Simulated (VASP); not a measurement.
# Zn (P6_3/mmc) in VASP: further runs, part 2 of 2

VASP 6.6.1. The steps go on from the part before.

### Step 5. Single point, PBE (strain -0.040 along x and y, -0.080 along z)

File INCAR:

```
PREC = Accurate ; ENCUT = 520
EDIFF = 1E-6 ; ISMEAR = 0
SIGMA = 0.15 ; LREAL = False
LASPH = True ; NELM = 100
ALGO = Fast ; ISIF = 2
LWAVE = False ; LCHARG = False
GGA = PE ; NBANDS = 19
```

File KPOINTS:

```
Automatic mesh
0
Gamma
  24 24 10
```

File POSCAR:

```
Zn
1.0
    2.5582061311      0.0000000000      0.0000000000
   -1.2791030655      2.2154714976      0.0000000000
    0.0000000000      0.0000000000      4.5509640000
Zn
2
Direct
    0.3333333333      0.6666666667      0.2500000000
    0.6666666667      0.3333333333      0.7500000000
```

Potentials or basis: VASP PAW PBE potentials, release 64 (Zn).

Command:

```sh
> cat potpaw_PBE.64/Zn/POTCAR > POTCAR
> mpirun -np 1 vasp_std > vasp.out
```

OUTCAR:

```text
PREC = Accurate
   ENCUT = 520
   EDIFF = 1E-6
   ISMEAR = 0
   LREAL = False
   LASPH = True
   NELM = 100
   ISIF = 2
   GGA = PE

 ion  position               nearest neighbor table
   1  0.333  0.667  0.250-   2 2.71   2 2.71   2 2.71   2 2.71   2 2.71   2 2.71
   2  0.667  0.333  0.750-   1 2.71   1 2.71   1 2.71   1 2.71   1 2.71   1 2.71

  LATTYP: Found a hexagonal cell.
 ALAT       =     2.5582061311
 C/A-ratio  =     1.7789668880

  Lattice vectors:

 A1 = (   2.5582061311,   0.0000000000,   0.0000000000)
 A2 = (  -1.2791030655,   2.2154714976,   0.0000000000)
 A3 = (   0.0000000000,   0.0000000000,   4.5509640000)

Analysis of symmetry for initial positions (statically):
=====================================================================
 Subroutine PRICEL returns:
 Original cell was already a primitive cell.

 Routine SETGRP: Setting up the symmetry group for a
 hexagonal supercell.

 Subroutine GETGRP returns: Found 24 space group operations
 (whereof 12 operations were pure point group operations)
[... 164 lines left out ...]
  free energy    TOTEN  =        -2.00661611 eV

  energy without entropy =       -2.00160267  energy(sigma->0) =       -2.00410939

 E-fermi :   4.4961     XC(G=0): -12.4502

 val. band max:        4.4893229001   @ k =   0.2917   0.1667   0.1000
 cond. band min:       4.5025526091   @ k =   0.3333   0.2500   0.2000
 fundamental gap:      0.0132297090
 Fermi energy:         4.4960566912

 k-point     1 :       0.0000    0.0000    0.0000
  band No.  band energies     occupation
      1      -7.4053      2.00000
      2      -4.9669      2.00000
      3      -3.9930      2.00000
      4      -3.7590      2.00000
      5      -3.7590      2.00000
      6      -3.6740      2.00000
[... 505 lines left out ...]
      6      -3.5904      2.00000
[... 11 lines left out ...]
     18      20.4364      0.00000
     19      21.2751      0.00000

 [... further k-points ...]

------------------------ aborting loop because EDIFF is reached ----------------------------------------

  FORCE on cell =-STRESS in cart. coord.  units (eV):
  Direction    XX          YY          ZZ          XY          YZ          ZX
  --------------------------------------------------------------------------------------
  -------------------------------------------------------------------------------------
  Total        3.0256771      3.0256771      2.4557222      0.0000000      0.0000000      0.0000000
  in kB      187.9438230    187.9438230    152.5403399      0.0000000      0.0000000      0.0000000
  external PRESSURE =     176.1426620 kB  Pullay stress =       0.0000000 kB

 VOLUME and BASIS-vectors are now :
 -----------------------------------------------------------------------------
  energy-cutoff  :      520.00
  volume of cell :       25.79
      direct lattice vectors                 reciprocal lattice vectors
     2.558206131  0.000000000  0.000000000     0.390898915  0.225685594  0.000000000
    -1.279103065  2.215471498  0.000000000     0.000000000  0.451371187  0.000000000
     0.000000000  0.000000000  4.550964000     0.000000000  0.000000000  0.219733665

 POSITION                                       TOTAL-FORCE (eV/Angst)
 -----------------------------------------------------------------------------------
     -0.00000      1.47698      1.13774        -0.000000      0.000000     -0.000000
      1.27910      0.73849      3.41322         0.000000     -0.000000      0.000000
 -----------------------------------------------------------------------------------
    total drift:                                0.000000     -0.000000      0.000000

  FREE ENERGIE OF THE ION-ELECTRON SYSTEM (eV)
  ---------------------------------------------------
  free  energy   TOTEN  =        -2.0066161064 eV

  energy  without entropy=       -2.0016026688  energy(sigma->0) =       -2.00410939
```

OSZICAR:

```text
N       E                     dE             d eps       ncg     rms          rms(c)
DAV:   1     0.112567912994E+03    0.11257E+03   -0.12326E+04 14620   0.210E+03
DAV:   2     0.274775437228E+01   -0.10982E+03   -0.10613E+03 14004   0.301E+02
DAV:   3    -0.228272774205E+01   -0.50305E+01   -0.50082E+01 15519   0.705E+01
DAV:   4    -0.230927396847E+01   -0.26546E-01   -0.26540E-01 15271   0.520E+00
DAV:   5    -0.230930178439E+01   -0.27816E-04   -0.27816E-04 15080   0.154E-01    0.583E+00
RMM:   6    -0.202968146943E+01    0.27962E+00   -0.89553E-01 16268   0.115E+01    0.411E+00
RMM:   7    -0.201495488094E+01    0.14727E-01   -0.28757E-02 16640   0.237E+00    0.198E+00
RMM:   8    -0.200668499218E+01    0.82699E-02   -0.66888E-03 16150   0.726E-01    0.118E-01
RMM:   9    -0.200665354645E+01    0.31446E-04   -0.14371E-03 17091   0.537E-01    0.996E-02
RMM:  10    -0.200661357877E+01    0.39968E-04   -0.21736E-04 16895   0.153E-01    0.132E-02
RMM:  11    -0.200661601485E+01   -0.24361E-05   -0.16499E-05 16769   0.446E-02    0.360E-03
RMM:  12    -0.200661610636E+01   -0.91511E-07   -0.20626E-06 10711   0.160E-02
   1 F= -.20066161E+01 E0= -.20041094E+01  d E =-.501344E-02
```

stdout:

```text
POSCAR found type information on POSCAR Zn
 POSCAR found :  1 types and       2 ions
 scaLAPACK will be used
 LDA part: xc-table for (Slater+PW92), standard interpolation
 POSCAR, INCAR and KPOINTS ok, starting setup
 FFT: planning ... GRIDC
 FFT: planning ... GRID_SOFT
 FFT: planning ... GRID
 WAVECAR not read
 entering main loop
WARNING in EDDRMM: call to ZHEGV failed, returncode =   8  4     18
WARNING in EDDRMM: call to ZHEGV failed, returncode =   8  4     18
WARNING in EDDRMM: call to ZHEGV failed, returncode =   6  3     14
```

It took 62 s on 1 thread of Intel Xeon 6975P-C (Granite Rapids), shared host; peak memory 0.25 GiB.

What came out:

```yaml
Free_energy: -2.0066 eV
Pressure: 17.6 GPa
Band_gap_on_the_k_mesh: zero (band 12 reaches 6.13 eV, above the bottom of band 13 at 2.06 eV)
```

Caveat: the cell differs from its parent crystal (strain -0.040 along x and y, -0.080 along z).

### Step 6. Single point, PBE (strain -0.080 along x and y, +0.040 along z)

File INCAR:

```
SYSTEM = Zn
PREC     = Accurate       ! precision mode
ENCUT    = 520            ! plane-wave cutoff, eV
EDIFF    = 1E-7           ! SCF threshold, eV
ISMEAR   = 0              ! smearing method
SIGMA    = 0.15           ! smearing width, eV
LREAL    = .False.        ! projectors in reciprocal space
LASPH    = .True.         ! aspherical terms in the spheres
NELM     = 100            ! most SCF steps
ALGO     = Fast           ! electronic algorithm
ISIF     = 2              ! what is computed and relaxed
LWAVE    = .False.        ! write WAVECAR
LCHARG   = .False.        ! write CHGCAR
GGA      = PE             ! functional
NBANDS   = 19             ! bands
```

File KPOINTS:

```
Automatic mesh
0
Gamma
  24 24 10
  0 0 0
```

File POSCAR:

```
Zn
1.0
    2.4516142089      0.0000000000      0.0000000000
   -1.2258071045      2.1231601852      0.0000000000
    0.0000000000      0.0000000000      5.1445680000
Zn
2
Direct
    0.3333333333      0.6666666667      0.2500000000
    0.6666666667      0.3333333333      0.7500000000
```

Potentials or basis: VASP PAW PBE potentials, release 64 (Zn).

Command:

```sh
> cat potpaw_PBE.64/Zn/POTCAR > POTCAR
> mpirun -np 1 vasp_std > vasp.out
```

OUTCAR:

```text
SYSTEM = Zn
   PREC = Accurate
   ENCUT = 520
   EDIFF = 1E-7
   ISMEAR = 0
   LREAL = .False.
   LASPH = .True.
   NELM = 100
   ISIF = 2
   GGA = PE

 ion  position               nearest neighbor table
   1  0.333  0.667  0.250-   2 2.94   2 2.94   2 2.94   2 2.94   2 2.94   2 2.94
   2  0.667  0.333  0.750-   1 2.94   1 2.94   1 2.94   1 2.94   1 2.94   1 2.94

  LATTYP: Found a hexagonal cell.
 ALAT       =     2.4516142089
 C/A-ratio  =     2.0984410929

  Lattice vectors:

 A1 = (   2.4516142089,   0.0000000000,   0.0000000000)
 A2 = (  -1.2258071045,   2.1231601852,   0.0000000000)
 A3 = (   0.0000000000,   0.0000000000,   5.1445680000)

Analysis of symmetry for initial positions (statically):
=====================================================================
 Subroutine PRICEL returns:
 Original cell was already a primitive cell.

 Routine SETGRP: Setting up the symmetry group for a
 hexagonal supercell.

 Subroutine GETGRP returns: Found 24 space group operations
 (whereof 12 operations were pure point group operations)
 out of a pool of 24 trial point group operations.

The static configuration has the point symmetry D_3d.
 The point group associated with its full space group is D_6h.

Analysis of symmetry for dynamics (positions and initial velocities):
=====================================================================
 Subroutine PRICEL returns:
 Original cell was already a primitive cell.

 Routine SETGRP: Setting up the symmetry group for a
 hexagonal supercell.

 Subroutine GETGRP returns: Found 24 space group operations
 (whereof 12 operations were pure point group operations)
 out of a pool of 24 trial point group operations.

The dynamic configuration has the point symmetry D_3d.
 The point group associated with its full space group is D_6h.

 Subroutine INISYM returns: Found 24 space group operations
 (whereof 12 operations are pure point group operations),
[... 106 lines left out ...]
   PSTRESS=    0.0 pullay stress
   NELECT =      24.0000    total number of electrons
   NUPDOWN=      -1.0000    fix difference up-down
   EMIN   =  10.00;   EMAX   =-10.00  energy-range for DOS
   EFERMI =   0.00;   METHOD = LEGACY
   ISMEAR =     0;   SIGMA  =   0.15  broadening in eV -4-tet -1-fermi 0-gaus
   EFERMI_NEDOS =   21; number of points for ismear=-14 and -15
   IALGO  =     68    algorithm
   IMIX   =      4    mixing-type and parameters
     AMIX     =   0.40;   BMIX     =  1.00
     AMIX_MAG =   1.60;   BMIX_MAG =  1.00
  volume/ion in A,a.u.               =      13.39        90.35
  Fermi-wavevector in a.u.,A,eV,Ry     =   1.578401  2.982745 33.896865  2.491349
  Thomas-Fermi vector in A             =   2.678937
   LORBIT       =      0    0 simple, 1 ext, 2 COOP (PROOUT), +10 PAW based schemes
   GGA     = PE    functional components
   LHFCALC =     F    Hartree Fock is set to
   AEXX    =    0.0000 exact exchange contribution
   IVDW    =     0    specifies the selected vdW correction
   LEPSILON=     F    determine dielectric tensor
   LRPA    =     F    only Hartree local field effects (RPA)
 non-spin polarized calculation
 RMM-DIIS sequential band-by-band and
 Gauss-broadening in eV      SIGMA  =   0.15
  energy-cutoff  :      520.00
  volume of cell :       26.78
 maximum number of plane-waves:       744
   NGX =  9   NGY =  9   NGZ = 19

 number of electron      23.9999998 magnetization

 Free energy of the ion-electron system (eV)
  ---------------------------------------------------
  ext. energy  EPLUGINS =         0.00000000
  ---------------------------------------------------
  free energy    TOTEN  =        -1.93064867 eV

  energy without entropy =       -1.92548853  energy(sigma->0) =       -1.92806860

 E-fermi :   3.8849     XC(G=0): -12.1899

 val. band max:        3.8843341792   @ k =   0.3333   0.2917   0.2000
 cond. band min:       3.9226474611   @ k =   0.2083   0.1667   0.0000
 fundamental gap:      0.0383132818
 Fermi energy:         3.8848720966

 k-point     1 :       0.0000    0.0000    0.0000
  band No.  band energies     occupation
      1      -7.4568      2.00000
      2      -5.6019      2.00000
      3      -4.5432      2.00000
      4      -4.1019      2.00000
      5      -4.1019      2.00000
      6      -4.0683      2.00000
[... 505 lines left out ...]
      6      -3.7118      2.00000
[... 11 lines left out ...]
     18      21.1095      0.00000
     19      22.2835      0.00000

 [... further k-points ...]
[... 5 lines left out ...]
  --------------------------------------------------------------------------------------
  -------------------------------------------------------------------------------------
  Total        4.2777660      4.2777660      1.2162981     -0.0000000      0.0000000      0.0000000
  in kB      255.9433245    255.9433245     72.7724199     -0.0000000      0.0000000      0.0000000
  external PRESSURE =     194.8863563 kB  Pullay stress =       0.0000000 kB

 VOLUME and BASIS-vectors are now :
 -----------------------------------------------------------------------------
  energy-cutoff  :      520.00
  volume of cell :       26.78
      direct lattice vectors                 reciprocal lattice vectors
     2.451614209  0.000000000  0.000000000     0.407894520  0.235498011  0.000000000
    -1.225807105  2.123160185  0.000000000     0.000000000  0.470996021  0.000000000
     0.000000000  0.000000000  5.144568000     0.000000000  0.000000000  0.194379781

 POSITION                                       TOTAL-FORCE (eV/Angst)
 -----------------------------------------------------------------------------------
     -0.00000      1.41544      1.28614         0.000000     -0.000000      0.000000
      1.22581      0.70772      3.85843        -0.000000      0.000000     -0.000000
 -----------------------------------------------------------------------------------
    total drift:                               -0.000000      0.000000      0.000000

  FREE ENERGIE OF THE ION-ELECTRON SYSTEM (eV)
  ---------------------------------------------------
  free  energy   TOTEN  =        -1.9306486739 eV

  energy  without entropy=       -1.9254885279  energy(sigma->0) =       -1.92806860
```

stdout:

```text
POSCAR found type information on POSCAR Zn
 POSCAR found :  1 types and       2 ions
 scaLAPACK will be used
 LDA part: xc-table for (Slater+PW92), standard interpolation
 POSCAR, INCAR and KPOINTS ok, starting setup
 FFT: planning ... GRIDC
 FFT: planning ... GRID_SOFT
 FFT: planning ... GRID
 WAVECAR not read
 entering main loop
WARNING in EDDRMM: call to ZHEGV failed, returncode =   8  4     18
WARNING in EDDRMM: call to ZHEGV failed, returncode =   8  4     18
WARNING in EDDRMM: call to ZHEGV failed, returncode =   6  3     18
WARNING in EDDRMM: call to ZHEGV failed, returncode =   8  4     18
 num prob WARNING in EDDRMM: call to ZHEGV failed, returncode =   6  3     18
 num prob WARNING in EDDRMM: call to ZHEGV failed, returncode =   8  4     16
 num prob  num prob  num prob  num prob  num prob  num prob WARNING in EDDRMM: call to ZHEGV failed, returncode =   6  3     17
 num prob  num prob  num prob  num prob  num prob  num prob  num prob  num prob WARNING in EDDRMM: call to ZHEGV failed, returncode =   6  3     19
 num prob RMM:  14    -0.193064867392E+01    0.18977E-08   -0.44123E-08 10067   0.188E-03
```

Run time: 66 s. Hardware: 1 thread of Intel Xeon 6975P-C (Granite Rapids), shared host; peak memory 0.25 GiB.

What came out:

```
Free energy            : -1.9306 eV
Pressure               : 19.5 GPa
Band gap on the k mesh : zero (band 12 reaches 6.11 eV, above the bottom of band 13 at -0.24 eV)
```

Levels at points of the mesh, in eV from the Fermi level:
```
           k point  band 8  band 9  band 10  band 11  band 12  band 13  band 14  band 15  band 16  band 17
(0.00, 0.00, 0.00)   -7.30   -7.30    -7.17    -7.17    -4.64    -4.12    10.84    15.29    22.27    22.29
(0.50, 0.00, 0.00)   -7.27   -6.82    -6.81    -2.65    -1.51     2.58     4.00     4.61     6.11    13.18
(0.00, 0.00, 0.50)   -7.97   -7.23    -7.23    -7.23    -7.23     2.87     2.87    22.77    22.77    23.49
(0.50, 0.00, 0.50)   -7.28   -6.82    -6.82    -1.88    -1.88     1.20     1.20     9.68     9.68    13.47
```

Caveat: the cell differs from its parent crystal (strain -0.080 along x and y, +0.040 along z).

### Step 7. The runs side by side

| cell | further INCAR settings | gap on the mesh (eV) | pressure (GPa) |
| --- | --- | --- | --- |
| a = 2.452, b = 2.452, c = 4.551 Å, angles 90.0, 90.0, 120.0°, 2 atoms | ALGO = Fast; EDIFF = 1e-06; NBANDS = 19 | none | 35.3 |
| a = 2.452, b = 2.452, c = 4.749 Å, angles 90.0, 90.0, 120.0°, 2 atoms | ALGO = Fast; EDIFF = 1e-06; NBANDS = 19 | none | 28.6 |
| a = 2.452, b = 2.452, c = 4.947 Å, angles 90.0, 90.0, 120.0°, 2 atoms | ALGO = Fast; EDIFF = 1e-06; NBANDS = 19 | none | 23.4 |
| a = 2.558, b = 2.558, c = 4.551 Å, angles 90.0, 90.0, 120.0°, 2 atoms | ALGO = Fast; EDIFF = 1e-06; NBANDS = 19 | none | 17.6 |
| a = 2.452, b = 2.452, c = 5.145 Å, angles 90.0, 90.0, 120.0°, 2 atoms | ALGO = Fast; EDIFF = 1e-07; NBANDS = 19 | none | 19.5 |

Alike in all rows: task single point; level PBE; potentials or basis VASP PAW PBE potentials, release 64 (Zn); no spin polarisation; k mesh 24 × 24 × 10; cutoff (eV) 520; smearing gaussian 0.15 eV.

Absolute energies hang on the potentials; compare differences alone.
